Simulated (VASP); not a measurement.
Wanted: the native input for a VASP 6.6.1 run.

```yaml
Task: single point
Functional: HSE06
Potentials_or_basis: VASP PAW PBE potentials, release 64 (Hf_pv, B)
Cutoff: 520 eV
k_mesh: 5 × 5 × 4
Occupations: fermi-dirac, width 0.05 eV
Spin: no spin polarisation
Dipole_correction: no
Grid_for_exact_exchange_PRECFOCK: Normal
Further_INCAR_settings: ALGO = Normal; EDIFF = 1e-07; NBANDS = 15
Screening_parameter: 0.2079 1/Å
```

Crystal: HfB2.

```
Hf B
1.0
     3.14000    0.00000    0.00000
    -1.57000    2.71932    0.00000
     0.00000    0.00000    3.48000
Hf B
1 2
Direct
  0.00000 0.00000 0.00000
  0.66667 0.33333 0.50000
  0.33333 0.66667 0.50000
```

One way to write it, as run:

POSCAR

```
HfB2
1.0
    3.1400000000      0.0000000000      0.0000000000
   -1.5700000000      2.7193197679      0.0000000000
    0.0000000000      0.0000000000      3.4800000000
Hf B
1 2
Direct
    0.0000000000      0.0000000000      0.0000000000
    0.6666666667      0.3333333333      0.5000000000
    0.3333333333      0.6666666667      0.5000000000
```

INCAR.step1

```
PREC     = Accurate       # precision mode
ENCUT    = 520            # plane-wave cutoff, eV
EDIFF    = 1E-5           # SCF threshold, eV
ISMEAR   = -1             # smearing method
SIGMA    = 0.05           # smearing width, eV
LREAL    = False          # projectors in reciprocal space
LASPH    = True           # aspherical terms in the spheres
NELM     = 60             # most SCF steps
ALGO     = Normal         # electronic algorithm
ISIF     = 2              # what is computed and relaxed
LWAVE    = True           # write WAVECAR
GGA      = PE             # functional
NBANDS   = 15             # bands
```

INCAR.step2

```
PREC     = Accurate       # precision mode
ENCUT    = 520            # plane-wave cutoff, eV
EDIFF    = 1E-7           # SCF threshold, eV
ISMEAR   = -1             # smearing method
SIGMA    = 0.05           # smearing width, eV
LREAL    = False          # projectors in reciprocal space
LASPH    = True           # aspherical terms in the spheres
NELM     = 60             # most SCF steps
ALGO     = Normal         # electronic algorithm
ISIF     = 2              # what is computed and relaxed
LWAVE    = False          # write WAVECAR
LCHARG   = True           # write CHGCAR
GGA      = PE             # functional
LHFCALC  = True           # exact exchange
HFSCREEN = 0.2079         # screening, 1/A
PRECFOCK = Normal       
LELF     = True           # ELF
LVHAR    = True         
ISTART   = 1            
NBANDS   = 15             # bands
```

KPOINTS

```
Automatic mesh
0
Gamma
  5 5 4
```

Potentials or basis: VASP PAW PBE potentials, release 64 (Hf_pv, B).

Run with:

```console
$ cat potpaw_PBE.64/Hf_pv/POTCAR potpaw_PBE.64/B/POTCAR > POTCAR
$ cp INCAR.step1 INCAR
$ mpirun -np 1 vasp_std > vasp.out
$ cp INCAR.step2 INCAR
$ mpirun -np 1 vasp_std > vasp.out
```

It gave:

- Pressure: -3.1 GPa
- Band gap on the k mesh: zero (band 8 reaches 8.23 eV, above the bottom of band 9 at 7.43 eV)

Caveat: the k points lie up to 0.46 Å⁻¹ apart; the PAW data sets were made with another functional, which shifts forces and pressure a little; spin-orbit coupling is left out, which moves the levels of the heavy elements.

Run time: 5.8 min on 1 thread of AMD EPYC 9R45 96-Core Processor (Zen 5), with other jobs on the host, peak memory 0.23 GiB.
